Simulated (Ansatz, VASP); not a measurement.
## Two plane-wave programs on C

```
C
1.0
     2.52553    0.00000    0.00000
     0.00000    3.57164    0.00000
     0.00000    0.00000   17.26280
C
4
Direct
  0.00000 0.37500 0.46343
  0.50000 0.12500 0.46343
  0.50000 0.87500 0.53657
  0.00000 0.62500 0.53657
```

Alike in both runs: task single point; functional PBE; k mesh 12 × 8 × 1; occupations fermi-dirac, width 0.02 eV; no spin polarisation.

```csv
,VASP,Ansatz
version,VASP 6.6.1,Ansatz 0.2.0
potentials or method,"VASP PAW PBE potentials, release 64 (C)","PAW with Ansatz's default frozen-core files, scalar-relativistic"
plane-wave cutoff (eV),520,420
valence electrons in the cell,16,16
```

|  | VASP | Ansatz | Ansatz less VASP |
| --- | --- | --- | --- |
| rms of the force components (eV/Å) | 2.514 | 2.528 | +0.0146 |

Atom by atom the forces differ by 0.016 eV/Å (rms over components).
